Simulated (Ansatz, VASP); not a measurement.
Y in VASP and in Ansatz

```
Y
1.0
     3.65802    0.00000    0.00000
     0.00000    5.67339    0.00000
     0.00000    0.00000   23.39190
Y
6
Direct
  0.75000 0.75000 0.34624
  0.25000 0.25000 0.39257
  0.25000 0.75000 0.47551
  0.75000 0.25000 0.52449
  0.75000 0.75000 0.60743
  0.25000 0.25000 0.65376
```

Alike in both runs: functional PBE; k mesh 10 × 7 × 1; occupations fermi-dirac, width 0.05 eV; no spin polarisation.

Ansatz relaxed the structure, and its values are those at the end. VASP's run is a single point on that final structure, the one shown.

```csv
,VASP,Ansatz
version,VASP 6.6.1,Ansatz 0.2.0
potentials or method,"VASP PAW PBE potentials, release 64 (Y_sv)","PAW with Ansatz's default frozen-core files, scalar-relativistic"
plane-wave cutoff (eV),520,420
valence electrons in the cell,66,66
```

Ansatz gave:

| Item | Value |
| --- | --- |
| rms of the force components (eV/Å) | 0.002 |

Problem. Which values does VASP return?

Solution. rms of the force components (eV/Å): 0.005.

Ansatz's warnings: stress scf threshold loose, xc potential rough in thin density.
